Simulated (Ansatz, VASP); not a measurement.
## Re in VASP and in Ansatz

INCAR

```
SYSTEM = Re
ALGO = Fast ; EDIFF = 1E-7
ENCUT = 520 ; GGA = PE
ISIF = 2 ; ISMEAR = 0
LASPH = .True. ; LCHARG = .True.
LELF = .True. ; LREAL = .False.
LVHAR = .True. ; LWAVE = .False.
NBANDS = 10 ; NELM = 100
PREC = Accurate ; SIGMA = 0.15
```

Contents of KPOINTS:

```
k-points
0
Gamma
  10 10 10
  0 0 0
```

The input POSCAR:

```
Re
1.0
    0.0000000000      1.9809645541      1.8815201334
    1.9809645541      0.0000000000      1.8815201334
    1.9809645541      1.9809645541      0.0000000000
Re
1
Direct
    0.0000000000      0.0000000000      0.0000000000
```

Input for Ansatz:

```yaml
crystal:
  lattice:
    - [0.0, 1.9809645541, 1.8815201334]
    - [1.9809645541, 0.0, 1.8815201334]
    - [1.9809645541, 1.9809645541, 0.0]
  atoms:
    - { symbol: Re, position: [0.0, 0.0, 0.0] }
basis:
  ecutwfc: 420
kpoints:
  mp_grid: { grid: [10, 10, 10] }
hamiltonian:
  xc: pbe
scf:
  occupations: { method: gaussian, width: 0.15 }
output:
  forces: true
  stress: true
  eigenvalues: true
```

Alike in both runs: task single point; functional PBE; k mesh 10 × 10 × 10; occupations gaussian, width 0.15 eV; no spin polarisation.

```csv
,VASP,Ansatz
version,VASP 6.6.1,Ansatz 0.2.0
potentials or method,"VASP PAW PBE potentials, release 64 (Re), cutoff 520 eV","scalar-relativistic, plane waves, PAW"
valence electrons in the cell,7,15
```

Ansatz gave:

| Quantity | Value |
| --- | --- |
| gap on the k mesh at the Fermi level (eV) | none |
| pressure (GPa) | 6.0 |
| traceless stress, the component that is largest in VASP (GPa) | 9.89 |

Q: What did VASP give for the same quantities?

A: gap on the k mesh at the Fermi level (eV): none; pressure (GPa): 5.6; traceless stress, the component that is largest in VASP (GPa): 9.82.

A gap of «none» marks a metal or a gap that the smearing closes. VASP's potentials hold 7 valence electrons a cell and Ansatz's 15, so a difference there can come from the potentials and not from the codes.

Neither program's run includes spin-orbit coupling.
